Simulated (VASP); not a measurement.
Input of a VASP 6.6.1 run:

File INCAR:

```
SYSTEM = KMgH3
PREC     = Accurate       ! precision mode
ENCUT    = 520            ! plane-wave cutoff, eV
EDIFF    = 1E-6           ! SCF threshold, eV
ISMEAR   = 0              ! smearing method
SIGMA    = 0.05           ! smearing width, eV
LREAL    = .False.        ! projectors in reciprocal space
LASPH    = .True.         ! aspherical terms in the spheres
NELM     = 60             ! most SCF steps
ALGO     = Normal         ! electronic algorithm
ISIF     = 2              ! what is computed and relaxed
LWAVE    = .False.        ! write WAVECAR
LCHARG   = .False.        ! write CHGCAR
NBANDS   = 15             ! bands
```

File KPOINTS:

```
Automatic mesh
0
Gamma
  8 8 8
  0 0 0
```

Contents of POSCAR:

```
KMgH3
1.0
    4.0250000000     -0.2012500000      0.0000000000
   -0.2012500000      4.0250000000      0.0000000000
    0.0000000000      0.0000000000      4.0250000000
K Mg H
1 1 3
Direct
    0.0000000000      0.0000000000      0.0000000000
    0.5000000000      0.5000000000      0.5000000000
    0.0000000000      0.5000000000      0.5000000000
    0.5000000000      0.0000000000      0.5000000000
    0.5000000000      0.5000000000      0.0000000000
```

Potentials or basis: VASP PAW LDA potentials, release 64 (K_sv, Mg, H).

Run with:

```bash
$ cat potpaw_LDA.64/K_sv/POTCAR potpaw_LDA.64/Mg/POTCAR potpaw_LDA.64/H/POTCAR > POTCAR
$ mpirun -np 1 vasp_std > vasp.out
```

**Question.** Estimate the pressure.

**Answer.** -3.0 GPa.

**Question.** What does it give for the band gap on the k mesh?

**Answer.** 1.95 eV (least direct gap 3.84 eV).

Stress tensor (GPa, compression positive):
```
-2.92  3.68  0.00
 3.68 -2.92  0.00
 0.00  0.00 -3.13
```

Caveat: the cell differs from its parent crystal (strain -0.1000 x Voigt [0, 0, 0, 0, 0, 1]). A k mesh can miss the band edges.
